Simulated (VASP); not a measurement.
# SiC (P6_3mc) in VASP: further runs

The runs below take SiC through single point, with PBE.

Everything below comes from runs of VASP 6.6.1. Logs are shortened: lines on timing, memory, paths and dates and some standing lists are left out, and cuts for length are marked.

## (1) The cell of the first run

It takes space group P6_3mc (No. 186, hexagonal). Conventional cell: a = 3.065 Å, b = 3.065 Å, c = 5.164 Å, α = 90.00°, β = 90.00°, γ = 120.00°. Within 2.4 Å of Si (site symmetry 3m) lie 4 C at 1.82 to 2.17 Å. Within 2.4 Å of C (site symmetry 3m) lie 4 Si at 1.82 to 2.17 Å.

## (2) Single point, PBE (c/a of the conventional cell at fixed volume 1.6847)

Contents of INCAR:

```
SYSTEM = SiC
PREC     = Accurate       ! precision mode
ENCUT    = 520            ! plane-wave cutoff, eV
EDIFF    = 1E-6           ! SCF threshold, eV
ISMEAR   = 0              ! smearing method
SIGMA    = 0.05           ! smearing width, eV
LREAL    = .False.        ! projectors in reciprocal space
LASPH    = .True.         ! aspherical terms in the spheres
NELM     = 80             ! most SCF steps
ALGO     = Normal         ! electronic algorithm
ISIF     = 2              ! what is computed and relaxed
LWAVE    = .False.        ! write WAVECAR
LCHARG   = .False.        ! write CHGCAR
GGA      = PE             ! functional
NBANDS   = 16             ! bands
```

Contents of KPOINTS:

```
regular mesh
0
Gamma
  12 12 6
  0 0 0
```

Contents of POSCAR:

```
SiC
1.0
    3.0650400263      0.0000000000      0.0000000000
   -1.5325200132      2.6544025264      0.0000000000
    0.0000000000      0.0000000000      5.1636729323
Si C
2 2
Direct
    0.3333333333      0.6666666667      0.0045639005
    0.6666666667      0.3333333333      0.5045639005
    0.3333333333      0.6666666667      0.4251748739
    0.6666666667      0.3333333333      0.9251748739
```

Potentials or basis: VASP PAW PBE potentials, release 64 (Si, C).

Launch:

```bash
> cat potpaw_PBE.64/Si/POTCAR potpaw_PBE.64/C/POTCAR > POTCAR
> mpirun -np 1 vasp_std > vasp.out
```

OUTCAR:

```text
SYSTEM = SiC
   PREC = Accurate
   ENCUT = 520
   EDIFF = 1E-6
   ISMEAR = 0
   LREAL = .False.
   LASPH = .True.
   NELM = 80
   ISIF = 2
   GGA = PE

 ion  position               nearest neighbor table
   1  0.333  0.667  0.005-   4 1.82   4 1.82   4 1.82   3 2.17   2 3.13   2 3.13   2 3.13   2 3.13
                             2 3.13   2 3.13
   2  0.667  0.333  0.505-   3 1.82   3 1.82   3 1.82   4 2.17   1 3.13   1 3.13   1 3.13   1 3.13
                             1 3.13   1 3.13
   3  0.333  0.667  0.425-   2 1.82   2 1.82   2 1.82   1 2.17
   4  0.667  0.333  0.925-   1 1.82   1 1.82   1 1.82   2 2.17

  LATTYP: Found a hexagonal cell.
 ALAT       =     3.0650400263
 C/A-ratio  =     1.6847000000

  Lattice vectors:

 A1 = (   3.0650400263,   0.0000000000,   0.0000000000)
 A2 = (  -1.5325200132,   2.6544025264,   0.0000000000)
 A3 = (   0.0000000000,   0.0000000000,   5.1636729323)

Analysis of symmetry for initial positions (statically):
=====================================================================
 Subroutine PRICEL returns:
 Original cell was already a primitive cell.

 Routine SETGRP: Setting up the symmetry group for a
 hexagonal supercell.

 Subroutine GETGRP returns: Found 12 space group operations
 (whereof  6 operations were pure point group operations)
 out of a pool of 24 trial point group operations.

The static configuration has the point symmetry C_3v.
 The point group associated with its full space group is C_6v.

Analysis of symmetry for dynamics (positions and initial velocities):
=====================================================================
 Subroutine PRICEL returns:
 Original cell was already a primitive cell.

 Routine SETGRP: Setting up the symmetry group for a
 hexagonal supercell.

 Subroutine GETGRP returns: Found 12 space group operations
 (whereof  6 operations were pure point group operations)
 out of a pool of 24 trial point group operations.

The dynamic configuration has the point symmetry C_3v.
 The point group associated with its full space group is C_6v.

 Subroutine INISYM returns: Found 12 space group operations
 (whereof  6 operations are pure point group operations),
 and found     1 'primitive' translations

----------------------------------------------------------------------------------------

                                     Primitive cell

  volume of cell :      42.0109

  direct lattice vectors                    reciprocal lattice vectors
     3.065040026  0.000000000  0.000000000     0.326260013  0.188366307  0.000000000
    -1.532520013  2.654402526  0.000000000     0.000000000  0.376732613  0.000000000
     0.000000000  0.000000000  5.163672932     0.000000000  0.000000000  0.193660600

  length of vectors
     3.065040026  3.065040026  5.163672932     0.376732613  0.376732613  0.193660600

  position of ions in fractional coordinates (direct lattice)
     0.333333333  0.666666667  0.004563901
     0.666666667  0.333333333  0.504563901
     0.333333333  0.666666667  0.425174874
     0.666666667  0.333333333  0.925174874

  ion indices of the primitive-cell ions
   primitive index   ion index
                 1           1
                 2           2
                 3           3
                 4           4

----------------------------------------------------------------------------------------

 KPOINTS: regular mesh

Automatic generation of k-mesh.
 Grid dimensions read from file:
 generate k-points for:   12   12    6

 Generating k-lattice:

  Cartesian coordinates                     Fractional coordinates (reciprocal lattice)
     0.027188334  0.015697192  0.000000000     0.083333333 -0.000000000  0.000000000
     0.000000000  0.031394384  0.000000000     0.000000000  0.083333333  0.000000000
     0.000000000  0.000000000  0.032276767     0.000000000  0.000000000  0.166666667

  Length of vectors
     0.031394384  0.031394384  0.032276767

  Shift w.r.t. Gamma in fractional coordinates (k-lattice)
     0.000000000  0.000000000  0.000000000

 Subroutine IBZKPT returns following result:
 ===========================================

 Found     76 irreducible k-points:

 Following reciprocal coordinates:
            Coordinates               Weight
  0.000000  0.000000  0.000000      1.000000
  0.083333 -0.000000  0.000000      6.000000
  0.166667 -0.000000  0.000000      6.000000
  0.250000 -0.000000  0.000000      6.000000
  0.333333 -0.000000  0.000000      6.000000
  0.416667 -0.000000  0.000000      6.000000
[... 16 lines left out ...]
  0.250000 -0.000000  0.166667     12.000000
  0.333333 -0.000000  0.166667     12.000000
 [... further k-points ...]
   k-points           NKPTS =     76   k-points in BZ     NKDIM =     76   number of bands    NBANDS=     16
   number of dos      NEDOS =    301   number of ions     NIONS =      4
   total plane-waves  NPLWV =  23040
   dimension x,y,z NGX =    24 NGY =   24 NGZ =   40
   dimension x,y,z NGXF=    48 NGYF=   48 NGZF=   80
   ions per type =               2   2
   NGX,Y,Z   is equivalent  to a cutoff of  13.02, 13.02, 12.88 a.u.
   NGXF,Y,Z  is equivalent  to a cutoff of  26.03, 26.03, 25.76 a.u.
 SYSTEM =  SiC
   PREC   = accura    normal or accurate (medium, high low for compatibility)
   ISTART =      0    job   : 0-new  1-cont  2-samecut
   ICHARG =      2    charge: 1-file 2-atom 10-const
   ISPIN  =      1    spin polarized calculation?
   LNONCOLLINEAR =      F non collinear calculations
   LSORBIT =      F    spin-orbit coupling
   LASPH  =      T    aspherical Exc in radial PAW
   ENCUT  =  520.0 eV  38.22 Ry    6.18 a.u.   5.70  5.70  9.60*2*pi/ulx,y,z
   NELM   =     80;   NELMIN=  2; NELMDL= -5     # of ELM steps
   EDIFF  = 0.1E-05   stopping-criterion for ELM
   LREAL  =      F    real-space projection
   EDIFFG = 0.1E-04   stopping-criterion for IOM
   NSW    =      0    number of steps for IOM
   IBRION =     -1    ionic relax: 0-MD 1-quasi-New 2-CG
   NFREE  =      0    steps in history (QN), initial steepest desc. (CG)
   ISIF   =      2    stress and relaxation
   ISYM   =      2    0-nonsym 1-usesym 2-fastsym
   POTIM  = 0.5000    time-step for ionic-motion
   TEBEG  =    0.0;   TEEND  =   0.0 temperature during run
   PSTRESS=    0.0 pullay stress
   NELECT =      16.0000    total number of electrons
   NUPDOWN=      -1.0000    fix difference up-down
   EMIN   =  10.00;   EMAX   =-10.00  energy-range for DOS
   EFERMI =   0.00;   METHOD = LEGACY
   ISMEAR =     0;   SIGMA  =   0.05  broadening in eV -4-tet -1-fermi 0-gaus
   EFERMI_NEDOS =   21; number of points for ismear=-14 and -15
   IALGO  =     38    algorithm
   IMIX   =      4    mixing-type and parameters
     AMIX     =   0.40;   BMIX     =  1.00
     AMIX_MAG =   1.60;   BMIX_MAG =  1.00
  volume/ion in A,a.u.               =      10.50        70.88
  Fermi-wavevector in a.u.,A,eV,Ry     =   1.186664  2.242469 19.159321  1.408170
  Thomas-Fermi vector in A             =   2.322831
   LORBIT       =      0    0 simple, 1 ext, 2 COOP (PROOUT), +10 PAW based schemes
   GGA     = PE    functional components
   LHFCALC =     F    Hartree Fock is set to
   AEXX    =    0.0000 exact exchange contribution
   IVDW    =     0    specifies the selected vdW correction
   LEPSILON=     F    determine dielectric tensor
   LRPA    =     F    only Hartree local field effects (RPA)
 non-spin polarized calculation
 Gauss-broadening in eV      SIGMA  =   0.05
  energy-cutoff  :      520.00
  volume of cell :       42.01
 maximum number of plane-waves:      1172
 NGX is ok and might be reduce to    24
   NGX = 11   NGY = 11   NGZ = 19

 number of electron      15.9999998 magnetization

 Free energy of the ion-electron system (eV)
  ---------------------------------------------------
  ext. energy  EPLUGINS =         0.00000000
  ---------------------------------------------------
  free energy    TOTEN  =       -29.40123702 eV

  energy without entropy =      -29.40123702  energy(sigma->0) =      -29.40123702

 E-fermi :   9.1071     XC(G=0): -11.2692

 val. band max:        8.9063608192   @ k =   0.0000   0.0000   0.0000
 cond. band min:      10.8513892381   @ k =   0.5000  -0.0000   0.0000
 fundamental gap:      1.9450284189
 Fermi energy:         9.1071431756

 k-point     1 :       0.0000    0.0000    0.0000
  band No.  band energies     occupation
      1      -7.4378      2.00000
      2      -4.4369      2.00000
      3       0.1215      2.00000
      4       6.4337      2.00000
      5       6.4337      2.00000
      6       7.4521      2.00000
[... 8 lines left out ...]
     15      16.5422      0.00000
     16      19.7048      0.00000

 k-point     2 :       0.0833   -0.0000    0.0000
  band No.  band energies     occupation
      1      -7.3160      2.00000
      2      -4.3290      2.00000
      3       0.2403      2.00000
      4       5.7963      2.00000
      5       6.2402      2.00000
      6       7.0078      2.00000
[... 8 lines left out ...]
     15      16.8857      0.00000
     16      18.8015      0.00000

 k-point     3 :       0.1667   -0.0000    0.0000
  band No.  band energies     occupation
      1      -6.9537      2.00000
      2      -4.0120      2.00000
      3       0.5897      2.00000
      4       4.3598      2.00000
      5       5.7935      2.00000
      6       5.9097      2.00000
[... 8 lines left out ...]
     15      17.7509      0.00000
     16      17.9850      0.00000

 k-point     4 :       0.2500   -0.0000    0.0000
  band No.  band energies     occupation
      1      -6.3617      2.00000
      2      -3.5134      2.00000
      3       1.1217      2.00000
      4       2.7399      2.00000
      5       4.5295      2.00000
      6       5.2996      2.00000
[... 8 lines left out ...]
     15      17.6268      0.00000
     16      18.6235      0.00000
[... 324 lines left out ...]
 k-point    22 :       0.1667   -0.0000    0.1667
  band No.  band energies     occupation
      1      -6.8305      2.00000
      2      -4.3824      2.00000
      3       1.1693      2.00000
      4       4.4627      2.00000
      5       5.7214      2.00000
      6       5.8672      2.00000
[... 8 lines left out ...]
     15      17.5813      0.00000
     16      18.4283      0.00000

 k-point    23 :       0.2500   -0.0000    0.1667
  band No.  band energies     occupation
      1      -6.2405      2.00000
      2      -3.8620      2.00000
      3       1.5845      2.00000
      4       2.9427      2.00000
      5       4.2989      2.00000
      6       5.3797      2.00000
[... 8 lines left out ...]
     15      18.1668      0.00000
     16      18.6317      0.00000

 k-point    24 :       0.3333   -0.0000    0.1667
  band No.  band energies     occupation
      1      -5.4497      2.00000
      2      -3.2195      2.00000
      3       0.9442      2.00000
      4       2.6924      2.00000
      5       2.8916      2.00000
      6       4.9707      2.00000
[... 8 lines left out ...]
     15      18.5756      0.00000
     16      19.7395      0.00000

 [... further k-points ...]

------------------------ aborting loop because EDIFF is reached ----------------------------------------

  FORCE on cell =-STRESS in cart. coord.  units (eV):
  Direction    XX          YY          ZZ          XY          YZ          ZX
  --------------------------------------------------------------------------------------
  -------------------------------------------------------------------------------------
  Total        3.6226072      3.6226072     -2.3332921     -0.0000000      0.0000000      0.0000000
  in kB      138.1561319    138.1561319    -88.9852529     -0.0000000      0.0000000      0.0000000
  external PRESSURE =      62.4423370 kB  Pullay stress =       0.0000000 kB

 VOLUME and BASIS-vectors are now :
 -----------------------------------------------------------------------------
  energy-cutoff  :      520.00
  volume of cell :       42.01
      direct lattice vectors                 reciprocal lattice vectors
     3.065040026  0.000000000  0.000000000     0.326260013  0.188366307  0.000000000
    -1.532520013  2.654402526  0.000000000     0.000000000  0.376732613  0.000000000
     0.000000000  0.000000000  5.163672932     0.000000000  0.000000000  0.193660600

 POSITION                                       TOTAL-FORCE (eV/Angst)
 -----------------------------------------------------------------------------------
     -0.00000      1.76960      0.02357         0.000000      0.000000      2.204997
      1.53252      0.88480      2.60540         0.000000      0.000000      2.204997
     -0.00000      1.76960      2.19546        -0.000000     -0.000000     -2.204997
      1.53252      0.88480      4.77730         0.000000      0.000000     -2.204997
 -----------------------------------------------------------------------------------
    total drift:                               -0.000000      0.000000     -0.000496

  FREE ENERGIE OF THE ION-ELECTRON SYSTEM (eV)
  ---------------------------------------------------
  free  energy   TOTEN  =       -29.4012370174 eV

  energy  without entropy=      -29.4012370174  energy(sigma->0) =      -29.40123702
```

It took 100 s on 1 thread of AMD EPYC 7R43 (Zen 3), shared host; peak memory 0.14 GiB.

Results:

- Free energy: -29.4012 eV
- Pressure: 6.2 GPa
- Largest force: 2.205 eV/Å
- Band gap on the k mesh: 1.95 eV, indirect (least direct gap 4.00 eV)

Forces on the atoms (eV/Å):
```
Si   0.000  0.000  2.205
Si   0.000  0.000  2.205
C    0.000  0.000 -2.205
C    0.000  0.000 -2.205
```

Levels at points of the mesh, in eV from the valence-band top:
```csv
k point,band 5,band 6,band 7,band 8,band 9,band 10,band 11,band 12
"(0.00, 0.00, 0.00)",-2.47,-1.45,-1.45,0.00,4.13,4.47,5.91,5.91
"(0.50, 0.00, 0.00)",-5.45,-4.38,-3.22,-2.74,1.95,3.67,5.57,7.42
"(0.00, 0.00, 0.50)",-1.99,-1.99,-1.99,-1.99,5.11,5.11,6.48,6.48
"(0.50, 0.00, 0.50)",-3.67,-3.67,-2.56,-2.56,2.41,2.41,3.71,3.71
```

Caveat: forces of over 1 eV/Å act on the atoms, so gaps and moduli don't describe the material at rest. A k mesh can miss the band edges.

## (3) Single point, PBE (c/a of the conventional cell at fixed volume 1.5097)

Contents of INCAR:

```
SYSTEM = SiC
ALGO     = Normal         ! electronic algorithm
EDIFF    = 1E-7           ! SCF threshold, eV
ENCUT    = 520            ! plane-wave cutoff, eV
GGA      = PE             ! functional
ISIF     = 2              ! what is computed and relaxed
ISMEAR   = 0              ! smearing method
LASPH    = .TRUE.         ! aspherical terms in the spheres
LCHARG   = .FALSE.        ! write CHGCAR
LREAL    = .FALSE.        ! projectors in reciprocal space
LWAVE    = .FALSE.        ! write WAVECAR
NBANDS   = 16             ! bands
NELM     = 60             ! most SCF steps
PREC     = Accurate       ! precision mode
SIGMA    = 0.05           ! smearing width, eV
```

Contents of KPOINTS:

```
k-points
0
G
  12 12 6
  0 0 0
```

Contents of POSCAR:

```
SiC
1.0
    3.1791678455      0.0000000000      0.0000000000
   -1.5895839227      2.7532401171      0.0000000000
    0.0000000000      0.0000000000      4.7995896963
Si C
2 2
Direct
    0.3333333333      0.6666666667      0.0045639005
    0.6666666667      0.3333333333      0.5045639005
    0.3333333333      0.6666666667      0.4251748739
    0.6666666667      0.3333333333      0.9251748739
```

Potentials or basis: VASP PAW PBE potentials, release 64 (Si, C).

Launch:

```bash
> cat potpaw_PBE.64/Si/POTCAR potpaw_PBE.64/C/POTCAR > POTCAR
> mpirun -np 1 vasp_std > vasp.out
```

It took 93 s on 1 thread of AMD EPYC 7R43 (Zen 3), shared host; peak memory 0.13 GiB.

The run converged. Its results:

```yaml
Free_energy: -29.4502 eV
Pressure: -1.8 GPa
Largest_force: 1.934 eV/Å
Band_gap_on_the_k_mesh: 0.58 eV, indirect (least direct gap 1.85 eV)
```

Forces on the atoms (eV/Å):
```
Si   0.000  0.000  1.934
Si   0.000  0.000  1.934
C    0.000  0.000 -1.934
C    0.000  0.000 -1.934
```

Stress tensor (GPa, compression positive):
```
-7.87  0.00  0.00
 0.00 -7.87  0.00
 0.00  0.00 10.19
```

Levels at points of the mesh, in eV from the valence-band top:
```
           k point  band 5  band 6  band 7  band 8  band 9  band 10  band 11  band 12
(0.00, 0.00, 0.00)   -3.44   -1.82   -1.82    0.00    1.85     4.52     4.52     4.91
(0.50, 0.00, 0.00)   -6.26   -5.28   -3.99   -2.85    0.58     3.74     5.56     6.30
(0.00, 0.00, 0.50)   -2.70   -2.70   -2.70   -2.70    3.31     3.31     5.21     5.21
(0.50, 0.00, 0.50)   -4.29   -4.29   -2.67   -2.67    2.06     2.06     3.74     3.74
```

Caveat: forces of over 1 eV/Å act on the atoms, so gaps and moduli don't describe the material at rest.
